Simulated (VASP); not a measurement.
Input of a VASP 6.6.1 run:

Contents of INCAR:

```
PREC     = Accurate       # precision mode
ENCUT    = 500            # plane-wave cutoff, eV
EDIFF    = 1E-6           # SCF threshold, eV
ISMEAR   = 0              # smearing method
SIGMA    = 0.2            # smearing width, eV
LREAL    = False          # projectors in reciprocal space
LASPH    = True           # aspherical terms in the spheres
NELM     = 120            # most SCF steps
ALGO     = Normal         # electronic algorithm
ISIF     = 2              # what is computed and relaxed
LWAVE    = False          # write WAVECAR
LCHARG   = False          # write CHGCAR
GGA      = PE             # functional
NBANDS   = 40             # bands
GGA_COMPAT= False
```

File KPOINTS:

```
regular mesh
0
Gamma
  3 3 2
```

POSCAR

```
HfTe6Mo
1.0
    4.3346224068      0.0000000000      0.0000000000
    0.0000000000      4.3346224068      0.0000000000
    0.0000000000      0.0000000000     12.8702108124
Hf Te Mo
1 6 1
Direct
    0.0000000000      0.0000000000      0.0000000000
    0.5000000000      0.5000000000      0.1099767758
    0.0000000000      0.5000000000      0.6390743366
    0.5000000000      0.5000000000      0.8900232242
    0.5000000000      0.0000000000      0.6390743366
    0.0000000000      0.5000000000      0.3609256634
    0.5000000000      0.0000000000      0.3609256634
    0.0000000000      0.0000000000      0.5000000000
```

Potentials or basis: VASP PAW PBE potentials, release 64 (Hf_pv, Te, Mo_sv).

Run with:

```sh
$ cat potpaw_PBE.64/Hf_pv/POTCAR potpaw_PBE.64/Te/POTCAR potpaw_PBE.64/Mo_sv/POTCAR > POTCAR
$ mpirun -np 1 vasp_std > vasp.out
```

(1) What does it give for the pressure?

(2) Estimate the largest force.

Answers

(1) 0.0 GPa.

(2) 0.016 eV/Å.

Caveat: the k points lie up to 0.48 Å⁻¹ apart; this functional lacks dispersion, which binds layers or chains, so the pressure and a relaxed spacing across them are unreliable.
